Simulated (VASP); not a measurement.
Here is a VASP 6.6.1 calculation.

The input INCAR:

```
PREC     = Accurate       # precision mode
ENCUT    = 520            # plane-wave cutoff, eV
EDIFF    = 1E-6           # SCF threshold, eV
ISMEAR   = -1             # smearing method
SIGMA    = 0.1            # smearing width, eV
LREAL    = F              # projectors in reciprocal space
LASPH    = T              # aspherical terms in the spheres
NELM     = 80             # most SCF steps
ALGO     = Normal         # electronic algorithm
ISIF     = 2              # what is computed and relaxed
LWAVE    = F              # write WAVECAR
LCHARG   = T              # write CHGCAR
LDIPOL   = T            
IDIPOL   = 3            
DIPOL    = 0.5 0.5 0.500
GGA      = PS             # functional
LELF     = T              # ELF
LVHAR    = T            
LVACPOTAV= T            
NBANDS   = 39             # bands
```

KPOINTS

```
Automatic mesh
0
Gamma
  5 5 1
```

POSCAR

```
LuSe
1.0
    3.9428274119      0.0000000000      0.0000000000
    1.9714137059      3.4145887014      0.0000000000
    0.0000000000      0.0000000000     17.8289576515
Lu Se
2 2
Direct
    0.0000000000      0.0000000000      0.3645754355
    0.3333333333      0.3333333333      0.5451415215
    0.6666666667      0.6666666667      0.4548584785
    0.0000000000      1.0000000000      0.6354245645
```

Potentials or basis: VASP PAW PBE potentials, release 64 (Lu, Se).

Run with:

```bash
$ cat potpaw_PBE.64/Lu/POTCAR potpaw_PBE.64/Se/POTCAR > POTCAR
$ mpirun -np 1 vasp_std > vasp.out
```

Question: What does it give for the band gap on the k mesh?

Answer: 0.03 eV, indirect (least direct gap 0.33 eV).

Question: Predict the largest force.

Answer: 2.265 eV/Å.

Forces in eV/Å, atoms in the order of the input:
```
Lu   0.000  0.000 -0.513
Lu   0.000  0.000  2.265
Se   0.000  0.000 -0.444
Se   0.000  0.000 -1.308
```

Caveat: the PAW data sets were made with another functional, which shifts forces and pressure a little; spin-orbit coupling is left out, which moves the levels of the heavy elements.
